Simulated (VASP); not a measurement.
# Cl (Cmce) in VASP: notebook

Cl is run at these levels: PBE-based screened hybrid with 10 % exact exchange, PBE-based screened hybrid with 30 % exact exchange; tasks: single point.

Everything below comes from runs of VASP 6.6.1. Logs are shortened: lines on timing, memory, paths and dates and some standing lists are left out, and cuts for length are marked.

**1. The cell of the first run**

The structure is orthorhombic, space group Cmce (No. 64). The conventional cell has a = 6.250 Å, b = 4.014 Å, c = 8.147 Å, α = 90.00°, β = 90.00°, γ = 90.00°. Cl (site symmetry m) has 1 Cl at 2.02 Å within 2.7 Å.

**2. Single point, PBE-based screened hybrid with 10 % exact exchange**

Contents of POSCAR:

```
Cl
1.0
    3.1252371057     -2.0072452166      0.0000000000
    3.1252371057      2.0072452166      0.0000000000
    0.0000000000      0.0000000000      8.1465598679
Cl
4
Direct
    0.8756350467      0.1243649533      0.6074783337
    0.1243649533      0.8756350467      0.3925216663
    0.6243649533      0.3756350467      0.1074783337
    0.3756350467      0.6243649533      0.8925216663
```

Contents of INCAR.step1:

```
  PREC = Accurate
  ENCUT = 520
  EDIFF = 1E-5
  ISMEAR = 0
  SIGMA = 0.01
  LREAL = F
  LASPH = T
  NELM = 100
  ALGO = Normal
  ISIF = 2
  LWAVE = T
  LCHARG = F
  GGA = PE
  NBANDS = 22
```

Contents of INCAR.step2:

```
  PREC = Accurate
  ENCUT = 520
  EDIFF = 1E-6
  ISMEAR = 0
  SIGMA = 0.01
  LREAL = F
  LASPH = T
  NELM = 100
  ALGO = Normal
  ISIF = 2
  LWAVE = F
  LCHARG = F
  GGA = PE
  LHFCALC = T
  AEXX = 0.1
  HFSCREEN = 0.1
  PRECFOCK = Normal
  ISTART = 1
  NBANDS = 22
```

Contents of KPOINTS:

```
regular mesh
0
Gamma
  4 4 2
```

Potentials or basis: VASP PAW PBE potentials, release 64 (Cl).

Command:

```console
$ cat potpaw_PBE.64/Cl/POTCAR > POTCAR
$ cp INCAR.step1 INCAR
$ mpirun -np 1 vasp_std > vasp.out
$ cp INCAR.step2 INCAR
$ mpirun -np 1 vasp_std > vasp.out
```

OUTCAR:

```text
PREC = Accurate
   ENCUT = 520
   EDIFF = 1E-6
   ISMEAR = 0
   LREAL = F
   LASPH = T
   NELM = 100
   ISIF = 2
   GGA = PE
   LHFCALC = T
   AEXX = 0.1
   HFSCREEN = 0.1
   PRECFOCK = Normal
   ISTART = 1

 ion  position               nearest neighbor table
   1  0.876  0.124  0.607-   2 2.02
   2  0.124  0.876  0.393-   1 2.02
   3  0.624  0.376  0.107-   4 2.02
   4  0.376  0.624  0.893-   3 2.02

  LATTYP: Found a base centered orthorhombic cell.
 ALAT       =     4.0144904332
 B/A-ratio  =     1.5569782306
 C/A-ratio  =     2.0292886491

  Lattice vectors:

 A1 = (  -3.1252371057,  -2.0072452166,   0.0000000000)
 A2 = (   3.1252371057,  -2.0072452166,   0.0000000000)
 A3 = (   0.0000000000,   0.0000000000,   8.1465598679)

Analysis of symmetry for initial positions (statically):
=====================================================================
 Subroutine PRICEL returns:
 Original cell was already a primitive cell.

 Routine SETGRP: Setting up the symmetry group for a
 base centered orthorhombic supercell.

 Subroutine GETGRP returns: Found  8 space group operations
 (whereof  4 operations were pure point group operations)
 out of a pool of  8 trial point group operations.

The static configuration has the point symmetry C_2h.
 The point group associated with its full space group is D_2h.

Analysis of symmetry for dynamics (positions and initial velocities):
=====================================================================
 Subroutine PRICEL returns:
 Original cell was already a primitive cell.

 Routine SETGRP: Setting up the symmetry group for a
 base centered orthorhombic supercell.

 Subroutine GETGRP returns: Found  8 space group operations
 (whereof  4 operations were pure point group operations)
 out of a pool of  8 trial point group operations.

The dynamic configuration has the point symmetry C_2h.
 The point group associated with its full space group is D_2h.

 Subroutine INISYM returns: Found  8 space group operations
 (whereof  4 operations are pure point group operations),
 and found     1 'primitive' translations

----------------------------------------------------------------------------------------

                                     Primitive cell

  volume of cell :     102.2087

  direct lattice vectors                    reciprocal lattice vectors
     3.125237106 -2.007245217  0.000000000     0.159987861 -0.249097617  0.000000000
     3.125237106  2.007245217  0.000000000     0.159987861  0.249097617  0.000000000
     0.000000000  0.000000000  8.146559868     0.000000000  0.000000000  0.122751200

  length of vectors
     3.714315593  3.714315593  8.146559868     0.296050230  0.296050230  0.122751200

  position of ions in fractional coordinates (direct lattice)
     0.875635047  0.124364953  0.607478334
     0.124364953  0.875635047  0.392521666
     0.624364953  0.375635047  0.107478334
     0.375635047  0.624364953  0.892521666

  ion indices of the primitive-cell ions
   primitive index   ion index
                 1           1
                 2           2
                 3           3
                 4           4

----------------------------------------------------------------------------------------

 KPOINTS: regular mesh

Automatic generation of k-mesh.
 Grid dimensions read from file:
 generate k-points for:    4    4    2

 Generating k-lattice:

  Cartesian coordinates                     Fractional coordinates (reciprocal lattice)
     0.039996965 -0.062274404  0.000000000     0.250000000  0.000000000  0.000000000
     0.039996965  0.062274404  0.000000000     0.000000000  0.250000000  0.000000000
     0.000000000  0.000000000  0.061375600     0.000000000  0.000000000  0.500000000

  Length of vectors
     0.074012557  0.074012557  0.061375600

  Shift w.r.t. Gamma in fractional coordinates (k-lattice)
     0.000000000  0.000000000  0.000000000

 Subroutine IBZKPT returns following result:
 ===========================================

 Found     14 irreducible k-points:

 Following reciprocal coordinates:
            Coordinates               Weight
  0.000000  0.000000  0.000000      1.000000
  0.250000  0.000000  0.000000      4.000000
  0.500000  0.000000  0.000000      2.000000
  0.250000  0.250000  0.000000      2.000000
  0.500000  0.250000  0.000000      4.000000
 -0.250000  0.250000  0.000000      2.000000
  0.500000  0.500000  0.000000      1.000000
  0.000000  0.000000  0.500000      1.000000
  0.250000  0.000000  0.500000      4.000000
  0.500000  0.000000  0.500000      2.000000
  0.250000  0.250000  0.500000      2.000000
  0.500000  0.250000  0.500000      4.000000
 -0.250000  0.250000  0.500000      2.000000
  0.500000  0.500000  0.500000      1.000000
   k-points           NKPTS =     14   k-points in BZ     NKDIM =     32   number of bands    NBANDS=     22
   number of dos      NEDOS =    301   number of ions     NIONS =      4
   total plane-waves  NPLWV =  50176
   dimension x,y,z NGX =    28 NGY =   28 NGZ =   64
   dimension x,y,z NGXF=    56 NGYF=   56 NGZF=  128
   ions per type =               4
   NGX,Y,Z   is equivalent  to a cutoff of  12.53, 12.53, 13.06 a.u.
   NGXF,Y,Z  is equivalent  to a cutoff of  25.06, 25.06, 26.12 a.u.
 SYSTEM =  unknown system
   PREC   = accura    normal or accurate (medium, high low for compatibility)
   ISTART =      1    job   : 0-new  1-cont  2-samecut
   ICHARG =      0    charge: 1-file 2-atom 10-const
   ISPIN  =      1    spin polarized calculation?
   LNONCOLLINEAR =      F non collinear calculations
   LSORBIT =      F    spin-orbit coupling
   LASPH  =      T    aspherical Exc in radial PAW
   ENCUT  =  520.0 eV  38.22 Ry    6.18 a.u.   6.91  6.91 15.15*2*pi/ulx,y,z
   NELM   =    100;   NELMIN=  2; NELMDL=  0     # of ELM steps
   EDIFF  = 0.1E-05   stopping-criterion for ELM
   LREAL  =      F    real-space projection
   EDIFFG = 0.1E-04   stopping-criterion for IOM
   NSW    =      0    number of steps for IOM
   IBRION =     -1    ionic relax: 0-MD 1-quasi-New 2-CG
   NFREE  =      0    steps in history (QN), initial steepest desc. (CG)
   ISIF   =      2    stress and relaxation
   ISYM   =      3    0-nonsym 1-usesym 2-fastsym
   POTIM  = 0.5000    time-step for ionic-motion
   TEBEG  =    0.0;   TEEND  =   0.0 temperature during run
   PSTRESS=    0.0 pullay stress
   NELECT =      28.0000    total number of electrons
   NUPDOWN=      -1.0000    fix difference up-down
   EMIN   =  10.00;   EMAX   =-10.00  energy-range for DOS
   EFERMI =   0.00;   METHOD = LEGACY
   ISMEAR =     0;   SIGMA  =   0.01  broadening in eV -4-tet -1-fermi 0-gaus
   EFERMI_NEDOS =   21; number of points for ismear=-14 and -15
   IALGO  =     38    algorithm
   IMIX   =      1    mixing-type and parameters
     AMIX     =   0.40;   BMIX     =  1.00
     AMIX_MAG =   1.60;   BMIX_MAG =  1.00
  volume/ion in A,a.u.               =      25.55       172.43
  Fermi-wavevector in a.u.,A,eV,Ry     =   1.063241  2.009234 15.381127  1.130481
  Thomas-Fermi vector in A             =   2.198719
   LORBIT       =      0    0 simple, 1 ext, 2 COOP (PROOUT), +10 PAW based schemes
   GGA     = PE    functional components
   LHFCALC =     T    Hartree Fock is set to
   PRECFOCK=normal    Normal, Fast or Accurate (Low or Medium for compatibility)
   ENCUT4O =  -1.0   cutoff for four orbital integrals eV
   NKREDX  =     1    reduce k-point grid by
   NKREDY  =     1    reduce k-point grid by
   NKREDZ  =     1    reduce k-point grid by
   AEXX    =    0.1000 exact exchange contribution
   HFSCREEN=    0.1000 screening length (either q_TF or 0.3 A-1)
   HFSCREENC=   0.1000 screening length for correlation (either q_TF or 0.3 A-1)
   ENCUTFOCK=  -1.0 apply spherical cutoff to Coloumb kernel
   IVDW    =     0    specifies the selected vdW correction
   LEPSILON=     F    determine dielectric tensor
   LRPA    =     F    only Hartree local field effects (RPA)
 non-spin polarized calculation
 Gauss-broadening in eV      SIGMA  =   0.01
  energy-cutoff  :      520.00
  volume of cell :      102.21
 maximum number of plane-waves:      2776
  NGX = 24; NGY = 24; NGZ = 48

 number of electron      28.0000005 magnetization

 Free energy of the ion-electron system (eV)
  ---------------------------------------------------
  ext. energy  EPLUGINS =         0.00000000
  ---------------------------------------------------
  free energy    TOTEN  =        -8.77292662 eV

  energy without entropy =       -8.77292662  energy(sigma->0) =       -8.77292662

 E-fermi :   0.0390     XC(G=0):  -7.7041

 val. band max:       -0.0237185224   @ k =   0.0000   0.0000   0.0000
 cond. band min:       3.0039117356   @ k =   0.0000   0.0000   0.0000
 fundamental gap:      3.0276302580
 Fermi energy:         0.0390398014

 k-point     1 :       0.0000    0.0000    0.0000
  band No.  band energies     occupation
      1     -17.5001      2.00000
      2     -17.1304      2.00000
      3     -13.5642      2.00000
      4     -12.5335      2.00000
      5      -5.8820      2.00000
      6      -4.3408      2.00000
[... 14 lines left out ...]
     21      11.5222      0.00000
     22      11.6198      0.00000

 k-point     2 :       0.2500    0.0000    0.0000
  band No.  band energies     occupation
      1     -17.3313      2.00000
      2     -17.0604      2.00000
      3     -13.4012      2.00000
      4     -12.6813      2.00000
      5      -5.8322      2.00000
      6      -4.7079      2.00000
[... 14 lines left out ...]
     21      11.0692      0.00000
     22      11.7665      0.00000

 k-point     3 :       0.5000    0.0000    0.0000
  band No.  band energies     occupation
      1     -17.0692      2.00000
      2     -17.0692      2.00000
      3     -13.0404      2.00000
      4     -13.0404      2.00000
      5      -5.5339      2.00000
      6      -5.5339      2.00000
[... 14 lines left out ...]
     21      12.2598      0.00000
     22      12.2598      0.00000

 k-point     4 :       0.2500    0.2500    0.0000
  band No.  band energies     occupation
      1     -17.3509      2.00000
      2     -17.0166      2.00000
      3     -13.4180      2.00000
      4     -12.5059      2.00000
      5      -5.7599      2.00000
      6      -4.4344      2.00000
[... 14 lines left out ...]
     21      11.0333      0.00000
     22      11.1696      0.00000

 k-point     5 :       0.5000    0.2500    0.0000
  band No.  band energies     occupation
      1     -17.1631      2.00000
      2     -16.9525      2.00000
      3     -13.2268      2.00000
      4     -12.6873      2.00000
      5      -5.6486      2.00000
      6      -4.8993      2.00000
[... 14 lines left out ...]
     21      11.1894      0.00000
     22      11.5185      0.00000

 k-point     6 :      -0.2500    0.2500    0.0000
  band No.  band energies     occupation
      1     -17.0947      2.00000
      2     -17.0459      2.00000
      3     -13.1024      2.00000
      4     -12.9727      2.00000
      5      -5.6260      2.00000
      6      -5.3338      2.00000
[... 14 lines left out ...]
     21      11.3508      0.00000
     22      12.3307      0.00000

 k-point     7 :       0.5000    0.5000    0.0000
  band No.  band energies     occupation
      1     -17.1931      2.00000
      2     -16.8981      2.00000
      3     -13.2642      2.00000
      4     -12.4789      2.00000
      5      -5.5808      2.00000
      6      -4.5237      2.00000
[... 74 lines left out ...]
      6      -5.2979      2.00000
[... 14 lines left out ...]
     21      12.2235      0.00000
     22      12.2235      0.00000

 k-point    11 :       0.2500    0.2500    0.5000
  band No.  band energies     occupation
      1     -17.1963      2.00000
      2     -17.1963      2.00000
      3     -12.9688      2.00000
      4     -12.9688      2.00000
      5      -5.1625      2.00000
      6      -5.1625      2.00000
[... 14 lines left out ...]
     21      11.0917      0.00000
     22      11.0917      0.00000

 k-point    12 :       0.5000    0.2500    0.5000
  band No.  band energies     occupation
      1     -17.0627      2.00000
      2     -17.0627      2.00000
      3     -12.9593      2.00000
      4     -12.9593      2.00000
      5      -5.2365      2.00000
      6      -5.2365      2.00000
[... 14 lines left out ...]
     21      11.4483      0.00000
     22      11.4483      0.00000

 k-point    13 :      -0.2500    0.2500    0.5000
  band No.  band energies     occupation
      1     -17.0703      2.00000
      2     -17.0703      2.00000
      3     -13.0404      2.00000
      4     -13.0404      2.00000
      5      -5.2881      2.00000
      6      -5.2881      2.00000
[... 14 lines left out ...]
     21      11.6339      0.00000
     22      11.6339      0.00000

 k-point    14 :       0.5000    0.5000    0.5000
  band No.  band energies     occupation
      1     -17.0554      2.00000
      2     -17.0554      2.00000
      3     -12.8754      2.00000
      4     -12.8754      2.00000
      5      -5.1103      2.00000
      6      -5.1103      2.00000
[... 14 lines left out ...]
     21      10.9273      0.00000
     22      10.9273      0.00000

------------------------ aborting loop because EDIFF is reached ----------------------------------------

  FORCE on cell =-STRESS in cart. coord.  units (eV):
  Direction    XX          YY          ZZ          XY          YZ          ZX
  --------------------------------------------------------------------------------------
  -------------------------------------------------------------------------------------
  Total        1.3050640      0.9328112      0.0829171      0.0000000      0.0000000      0.0000000
  in kB       20.4576029     14.6223341      1.2997710      0.0000000      0.0000000      0.0000000
  external PRESSURE =      12.1265693 kB  Pullay stress =       0.0000000 kB

 VOLUME and BASIS-vectors are now :
 -----------------------------------------------------------------------------
  energy-cutoff  :      520.00
  volume of cell :      102.21
      direct lattice vectors                 reciprocal lattice vectors
     3.125237106 -2.007245217  0.000000000     0.159987861 -0.249097617  0.000000000
     3.125237106  2.007245217  0.000000000     0.159987861  0.249097617  0.000000000
     0.000000000  0.000000000  8.146559868     0.000000000  0.000000000  0.122751200

 POSITION                                       TOTAL-FORCE (eV/Angst)
 -----------------------------------------------------------------------------------
      3.12524     -1.50798      4.94886         0.000000     -0.173545     -0.286284
      3.12524      1.50798      3.19770         0.000000      0.173545      0.286284
      3.12524     -0.49926      0.87558         0.000000      0.173545     -0.286284
      3.12524      0.49926      7.27098         0.000000     -0.173545      0.286284
 -----------------------------------------------------------------------------------
    total drift:                                0.000000     -0.000000      0.000000

  FREE ENERGIE OF THE ION-ELECTRON SYSTEM (eV)
  ---------------------------------------------------
  free  energy   TOTEN  =        -8.7729266169 eV

  energy  without entropy=       -8.7729266169  energy(sigma->0) =       -8.77292662
```

Wall time 15 min (1 thread of Intel Xeon Platinum 8259CL at 2.50GHz (Skylake/Cascade Lake), shared host); peak memory 0.34 GiB.

What came out:

```yaml
Free_energy: -8.7729 eV
Pressure: 1.2 GPa
Largest_force: 0.335 eV/Å
Band_gap_on_the_k_mesh: 3.03 eV
```

Forces in eV/Å, atoms in the order of the input:
```
Cl   0.000 -0.174 -0.286
Cl   0.000  0.174  0.286
Cl   0.000  0.174 -0.286
Cl   0.000 -0.174  0.286
```

Stress tensor (GPa, compression positive):
```
2.05 0.00 0.00
0.00 1.46 0.00
0.00 0.00 0.13
```

Levels at points of the mesh, in eV from the valence-band top:
| k point | band 11 | band 12 | band 13 | band 14 | band 15 | band 16 | band 17 | band 18 |
| --- | --- | --- | --- | --- | --- | --- | --- | --- |
| (0.00, 0.00, 0.00) | -0.96 | -0.42 | -0.12 | 0.00 | 3.03 | 4.05 | 7.77 | 7.93 |
| (0.50, 0.00, 0.00) | -0.98 | -0.98 | -0.30 | -0.30 | 3.77 | 3.77 | 8.75 | 8.75 |
| (0.50, 0.50, 0.00) | -1.66 | -1.21 | -0.49 | -0.27 | 3.11 | 3.78 | 9.03 | 9.06 |
| (0.00, 0.00, 0.50) | -0.85 | -0.85 | -0.06 | -0.06 | 3.47 | 3.47 | 8.19 | 8.19 |
| (0.50, 0.00, 0.50) | -0.71 | -0.71 | -0.05 | -0.05 | 3.46 | 3.46 | 9.06 | 9.06 |
| (0.50, 0.50, 0.50) | -0.98 | -0.98 | -0.92 | -0.92 | 3.38 | 3.38 | 9.66 | 9.66 |

Caveat: the k points lie up to 0.47 Å⁻¹ apart; this functional lacks dispersion, which holds the molecules together, so the pressure and a relaxed volume are unreliable; the PAW data sets were made with another functional, which shifts forces and pressure a little. A k mesh can miss the band edges.

(Continued in part 2 of 2.)
